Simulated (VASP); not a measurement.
# Ta (Pm-3n) in VASP: relaxation of cell and atoms with PBEsol

Aim: the relaxation of cell and atoms of Ta with PBEsol.

All numbers are computed with VASP 6.6.1; they aren't measurements. Logs are shortened: lines on timing, memory, paths and dates and some standing lists are left out, and cuts for length are marked.

**1. The cell of the first run**

Symmetry: Pm-3n, No. 223, cubic system. Conventional cell: a = 5.260 Å, b = 5.260 Å, c = 5.260 Å, α = 90.00°, β = 90.00°, γ = 90.00°. Ta (site symmetry m-3) has 12 Ta at 2.94 Å within 3.9 Å. Within 3.5 Å of Ta (site symmetry -4m2) lie 14 Ta at 2.63 to 3.22 Å.

**2. Relaxation of cell and atoms, PBEsol**

INCAR reads:

```
PREC = Accurate ; ENCUT = 600
EDIFF = 1E-6 ; ISMEAR = 0
SIGMA = 0.1 ; LREAL = False
LASPH = True ; NELM = 100
ALGO = Normal ; ISIF = 3
LWAVE = False ; LCHARG = False
GGA = PS ; IBRION = 2
NSW = 100 ; EDIFFG = -0.01
```

KPOINTS reads:

```
regular mesh
0
Gamma
  8 8 8
```

POSCAR reads:

```
Ta
1.0
    5.2602079144      0.0000000000      0.0000000000
    0.0000000000      5.2602079144      0.0000000000
    0.0000000000      0.0000000000      5.2602079144
Ta
8
Direct
    0.5000000000      0.5000000000      0.5000000000
    0.0000000000      0.0000000000      0.0000000000
    0.2500000000      0.0000000000      0.5000000000
    0.5000000000      0.2500000000      0.0000000000
    0.5000000000      0.7500000000      0.0000000000
    0.7500000000      0.0000000000      0.5000000000
    0.0000000000      0.5000000000      0.7500000000
    0.0000000000      0.5000000000      0.2500000000
```

Potentials or basis: VASP PAW PBE potentials, release 64 (Ta_pv).

Run with:

```bash
$ cat potpaw_PBE.64/Ta_pv/POTCAR > POTCAR
$ mpirun -np 1 vasp_std > vasp.out
```

OUTCAR:

```text
PREC = Accurate
   ENCUT = 600
   EDIFF = 1E-6
   ISMEAR = 0
   LREAL = False
   LASPH = True
   NELM = 100
   ISIF = 3
   GGA = PS
   IBRION = 2
   NSW = 100
   EDIFFG = -0.01

 ion  position               nearest neighbor table
   1  0.500  0.500  0.500-   3 2.94   4 2.94   5 2.94   6 2.94   7 2.94   8 2.94   4 2.94   5 2.94
                             3 2.94   6 2.94   7 2.94   8 2.94
   2  0.000  0.000  0.000-   3 2.94   4 2.94   5 2.94   6 2.94   7 2.94   8 2.94   3 2.94   6 2.94
                             7 2.94   8 2.94   4 2.94   5 2.94
   3  0.250  0.000  0.500-   6 2.63   6 2.63   1 2.94   2 2.94   1 2.94   2 2.94   4 3.22   5 3.22
                             4 3.22   5 3.22   8 3.22   7 3.22   8 3.22   7 3.22
   4  0.500  0.250  0.000-   5 2.63   5 2.63   1 2.94   1 2.94   2 2.94   2 2.94   3 3.22   6 3.22
                             6 3.22   3 3.22   8 3.22   7 3.22   7 3.22   8 3.22
   5  0.500  0.750  0.000-   4 2.63   4 2.63   1 2.94   1 2.94   2 2.94   2 2.94   3 3.22   6 3.22
                             6 3.22   3 3.22   8 3.22   7 3.22   7 3.22   8 3.22
   6  0.750  0.000  0.500-   3 2.63   3 2.63   1 2.94   2 2.94   1 2.94   2 2.94   4 3.22   5 3.22
                             5 3.22   4 3.22   8 3.22   7 3.22   8 3.22   7 3.22
   7  0.000  0.500  0.750-   8 2.63   8 2.63   1 2.94   2 2.94   2 2.94   1 2.94   3 3.22   4 3.22
                             5 3.22   3 3.22   6 3.22   6 3.22   4 3.22   5 3.22
   8  0.000  0.500  0.250-   7 2.63   7 2.63   1 2.94   2 2.94   2 2.94   1 2.94   3 3.22   4 3.22
                             5 3.22   3 3.22   6 3.22   6 3.22   4 3.22   5 3.22

  LATTYP: Found a simple cubic cell.
 ALAT       =     5.2602079144

  Lattice vectors:

 A1 = (   5.2602079144,   0.0000000000,   0.0000000000)
 A2 = (   0.0000000000,   5.2602079144,   0.0000000000)
 A3 = (   0.0000000000,   0.0000000000,   5.2602079144)

Analysis of symmetry for initial positions (statically):
=====================================================================
 Subroutine PRICEL returns:
 Original cell was already a primitive cell.

 Routine SETGRP: Setting up the symmetry group for a
 simple cubic supercell.

 Subroutine GETGRP returns: Found 48 space group operations
 (whereof 24 operations were pure point group operations)
 out of a pool of 48 trial point group operations.

The static configuration has the point symmetry T_h .
 The point group associated with its full space group is O_h .

Analysis of symmetry for dynamics (positions and initial velocities):
=====================================================================
 Subroutine PRICEL returns:
 Original cell was already a primitive cell.

 Routine SETGRP: Setting up the symmetry group for a
 simple cubic supercell.

 Subroutine GETGRP returns: Found 48 space group operations
 (whereof 24 operations were pure point group operations)
 out of a pool of 48 trial point group operations.

The dynamic configuration has the point symmetry T_h .
 The point group associated with its full space group is O_h .

 Subroutine INISYM returns: Found 48 space group operations
 (whereof 24 operations are pure point group operations),
 and found     1 'primitive' translations

----------------------------------------------------------------------------------------

                                     Primitive cell

  volume of cell :     145.5488

  direct lattice vectors                    reciprocal lattice vectors
     5.260207914  0.000000000  0.000000000     0.190106554  0.000000000  0.000000000
     0.000000000  5.260207914  0.000000000     0.000000000  0.190106554  0.000000000
     0.000000000  0.000000000  5.260207914     0.000000000  0.000000000  0.190106554

  length of vectors
     5.260207914  5.260207914  5.260207914     0.190106554  0.190106554  0.190106554

  position of ions in fractional coordinates (direct lattice)
     0.500000000  0.500000000  0.500000000
     0.000000000  0.000000000  0.000000000
     0.250000000  0.000000000  0.500000000
     0.500000000  0.250000000  0.000000000
     0.500000000  0.750000000  0.000000000
     0.750000000  0.000000000  0.500000000
     0.000000000  0.500000000  0.750000000
     0.000000000  0.500000000  0.250000000

  ion indices of the primitive-cell ions
   primitive index   ion index
                 1           1
                 2           2
                 3           3
                 4           4
                 5           5
                 6           6
                 7           7
                 8           8

----------------------------------------------------------------------------------------

 KPOINTS: regular mesh

Automatic generation of k-mesh.
 Grid dimensions read from file:
 generate k-points for:    8    8    8

 Generating k-lattice:

  Cartesian coordinates                     Fractional coordinates (reciprocal lattice)
     0.023763319  0.000000000  0.000000000     0.125000000  0.000000000  0.000000000
     0.000000000  0.023763319  0.000000000     0.000000000  0.125000000  0.000000000
     0.000000000  0.000000000  0.023763319     0.000000000  0.000000000  0.125000000

  Length of vectors
     0.023763319  0.023763319  0.023763319

  Shift w.r.t. Gamma in fractional coordinates (k-lattice)
     0.000000000  0.000000000  0.000000000

 Subroutine IBZKPT returns following result:
 ===========================================

 Found     35 irreducible k-points:

 Following reciprocal coordinates:
            Coordinates               Weight
  0.000000  0.000000  0.000000      1.000000
  0.125000  0.000000  0.000000      6.000000
  0.250000  0.000000  0.000000      6.000000
  0.375000  0.000000  0.000000      6.000000
  0.500000  0.000000  0.000000      3.000000
  0.125000  0.125000  0.000000     12.000000
[... 16 lines left out ...]
  0.375000  0.375000  0.125000     24.000000
  0.500000  0.375000  0.125000     24.000000
 [... further k-points ...]
   k-points           NKPTS =     35   k-points in BZ     NKDIM =     35   number of bands    NBANDS=     52
   number of dos      NEDOS =    301   number of ions     NIONS =      8
   total plane-waves  NPLWV =  74088
   dimension x,y,z NGX =    42 NGY =   42 NGZ =   42
   dimension x,y,z NGXF=    84 NGYF=   84 NGZF=   84
   ions per type =               8
   NGX,Y,Z   is equivalent  to a cutoff of  13.27, 13.27, 13.27 a.u.
   NGXF,Y,Z  is equivalent  to a cutoff of  26.55, 26.55, 26.55 a.u.
 SYSTEM =  unknown system
   PREC   = accura    normal or accurate (medium, high low for compatibility)
   ISTART =      0    job   : 0-new  1-cont  2-samecut
   ICHARG =      2    charge: 1-file 2-atom 10-const
   ISPIN  =      1    spin polarized calculation?
   LNONCOLLINEAR =      F non collinear calculations
   LSORBIT =      F    spin-orbit coupling
   LASPH  =      T    aspherical Exc in radial PAW
   ENCUT  =  600.0 eV  44.10 Ry    6.64 a.u.  10.51 10.51 10.51*2*pi/ulx,y,z
   NELM   =    100;   NELMIN=  2; NELMDL= -5     # of ELM steps
   EDIFF  = 0.1E-05   stopping-criterion for ELM
   LREAL  =      F    real-space projection
   EDIFFG = -.1E-01   stopping-criterion for IOM
   NSW    =    100    number of steps for IOM
   IBRION =      2    ionic relax: 0-MD 1-quasi-New 2-CG
   NFREE  =      1    steps in history (QN), initial steepest desc. (CG)
   ISIF   =      3    stress and relaxation
   ISYM   =      2    0-nonsym 1-usesym 2-fastsym
   POTIM  = 0.5000    time-step for ionic-motion
   TEBEG  =    0.0;   TEEND  =   0.0 temperature during run
   PSTRESS=    0.0 pullay stress
   NELECT =      88.0000    total number of electrons
   NUPDOWN=      -1.0000    fix difference up-down
   EMIN   =  10.00;   EMAX   =-10.00  energy-range for DOS
   EFERMI =   0.00;   METHOD = LEGACY
   ISMEAR =     0;   SIGMA  =   0.10  broadening in eV -4-tet -1-fermi 0-gaus
   EFERMI_NEDOS =   21; number of points for ismear=-14 and -15
   IALGO  =     38    algorithm
   IMIX   =      4    mixing-type and parameters
     AMIX     =   0.40;   BMIX     =  1.00
     AMIX_MAG =   1.60;   BMIX_MAG =  1.00
  volume/ion in A,a.u.               =      18.19       122.78
  Fermi-wavevector in a.u.,A,eV,Ry     =   1.384308  2.615963 26.072972  1.916309
  Thomas-Fermi vector in A             =   2.508825
   LORBIT       =      0    0 simple, 1 ext, 2 COOP (PROOUT), +10 PAW based schemes
   GGA     = PS    functional components
   LHFCALC =     F    Hartree Fock is set to
   AEXX    =    0.0000 exact exchange contribution
   IVDW    =     0    specifies the selected vdW correction
   LEPSILON=     F    determine dielectric tensor
   LRPA    =     F    only Hartree local field effects (RPA)
 conjugate gradient relaxation of ions
 non-spin polarized calculation
 Gauss-broadening in eV      SIGMA  =   0.10
  energy-cutoff  :      600.00
  volume of cell :      145.55
 maximum number of plane-waves:      4945
   NGX = 21   NGY = 21   NGZ = 21

--------------------------------------- Ionic step        1  -------------------------------------------

 number of electron      87.9999970 magnetization

 Free energy of the ion-electron system (eV)
  ---------------------------------------------------
  ext. energy  EPLUGINS =         0.00000000
  ---------------------------------------------------
  free energy    TOTEN  =      -100.06808991 eV

  energy without entropy =     -100.03420373  energy(sigma->0) =     -100.05114682

------------------------ aborting loop because EDIFF is reached ----------------------------------------

  FORCE on cell =-STRESS in cart. coord.  units (eV):
  Direction    XX          YY          ZZ          XY          YZ          ZX
  --------------------------------------------------------------------------------------
  -------------------------------------------------------------------------------------
  Total       -0.5458742     -0.5458742     -0.5458742      0.0000000      0.0000000     -0.0000000
  in kB       -6.0088920     -6.0088920     -6.0088920      0.0000000      0.0000000     -0.0000000
  external PRESSURE =      -6.0088920 kB  Pullay stress =       0.0000000 kB
[... 69 lines left out ...]
  energy  without entropy=     -100.0292297659  energy(sigma->0) =     -100.04676515

--------------------------------------- Ionic step        3  -------------------------------------------

 number of electron      87.9999970 magnetization

 Free energy of the ion-electron system (eV)
  ---------------------------------------------------
  ext. energy  EPLUGINS =         0.00000000
  ---------------------------------------------------
  free energy    TOTEN  =      -100.06888498 eV

  energy without entropy =     -100.03465699  energy(sigma->0) =     -100.05177098

 E-fermi :   5.3547     XC(G=0): -12.6882

 val. band max:        5.3510555820   @ k =   0.2500   0.1250   0.0000
 cond. band min:       5.3687120227   @ k =   0.5000   0.3750   0.2500
 fundamental gap:      0.0176564407
 Fermi energy:         5.3547250728

 k-point     1 :       0.0000    0.0000    0.0000
  band No.  band energies     occupation
      1     -29.2929      2.00000
      2     -29.2929      2.00000
      3     -29.1577      2.00000
      4     -28.8658      2.00000
      5     -28.8658      2.00000
      6     -28.8658      2.00000
[... 1309 lines left out ...]
     51       7.3525      0.00000
     52       7.6305      0.00000

 [... further k-points ...]

------------------------ aborting loop because EDIFF is reached ----------------------------------------

  FORCE on cell =-STRESS in cart. coord.  units (eV):
  Direction    XX          YY          ZZ          XY          YZ          ZX
  --------------------------------------------------------------------------------------
  -------------------------------------------------------------------------------------
  Total        0.0021285      0.0021285      0.0021285      0.0000000      0.0000000     -0.0000000
  in kB        0.0234978      0.0234978      0.0234978      0.0000000      0.0000000     -0.0000000
  external PRESSURE =       0.0234978 kB  Pullay stress =       0.0000000 kB
[... 23 lines left out ...]
  FREE ENERGIE OF THE ION-ELECTRON SYSTEM (eV)
  ---------------------------------------------------
  free  energy   TOTEN  =      -100.0688849750 eV

  energy  without entropy=     -100.0346569884  energy(sigma->0) =     -100.05177098

 reached required accuracy - stopping structural energy minimisation
```

Wall time 15 min (1 thread of Intel Xeon Platinum 8259CL at 2.50GHz (Skylake/Cascade Lake), shared host); peak memory 0.41 GiB.

What came out:

```
Free energy                           : -100.0689 eV
Relaxed volume                        : 18.14 Å³/atom
Relaxed cell                          : a = 5.255 Å, b = 5.255 Å, c = 5.255 Å, α = 90.00°, β = 90.00°, γ = 90.00°
Space group after relaxing (to 0.1 Å) : Pm-3n (No. 223)
Energy gained by relaxing             : 0.1 meV/atom
Ionic steps                           : 3
Pressure after relaxing               : 0.0 GPa
Band gap on the k mesh                : zero (bands 44 and 45 overlap by 0.18 eV)
```

The path:
| step | energy change (eV) | largest force (eV/Å) | pressure (GPa) | volume (Å³) |
| --- | --- | --- | --- | --- |
| 1 | 0.0000 | 0.0000 | -0.60 | 145.55 |
| 2 | 0.0038 | 0.0000 | 1.46 | 144.12 |
| 3 | -0.0008 | 0.0000 | 0.00 | 145.13 |

Final structure:
```
CELL_PARAMETERS angstrom
5.25512 0.00000 0.00000
0.00000 5.25512 0.00000
0.00000 0.00000 5.25512
ATOMIC_POSITIONS crystal
Ta 0.50000 0.50000 0.50000
Ta 0.00000 0.00000 0.00000
Ta 0.25000 0.00000 0.50000
Ta 0.50000 0.25000 0.00000
Ta 0.50000 0.75000 0.00000
Ta 0.75000 0.00000 0.50000
Ta 0.00000 0.50000 0.75000
Ta 0.00000 0.50000 0.25000
```

Levels at points of the mesh, in eV from the Fermi level:
```csv
k point,band 40,band 41,band 42,band 43,band 44,band 45,band 46,band 47,band 48,band 49
"(0.00, 0.00, 0.00)",-1.06,-1.06,-1.06,-0.78,-0.78,0.07,0.07,0.84,0.84,0.84
"(0.50, 0.00, 0.00)",-0.99,-0.46,-0.46,-0.03,-0.03,0.30,0.30,0.43,0.43,2.01
"(0.50, 0.50, 0.00)",-0.92,-0.68,-0.45,-0.45,-0.26,0.15,0.58,0.58,1.70,1.70
"(0.50, 0.50, 0.50)",-0.94,-0.94,-0.94,-0.09,-0.09,-0.09,-0.09,-0.09,-0.09,2.81
```

Caveat: the PAW data sets were made with another functional, which shifts forces and pressure a little; spin-orbit coupling is left out, which moves the levels of the heavy elements.
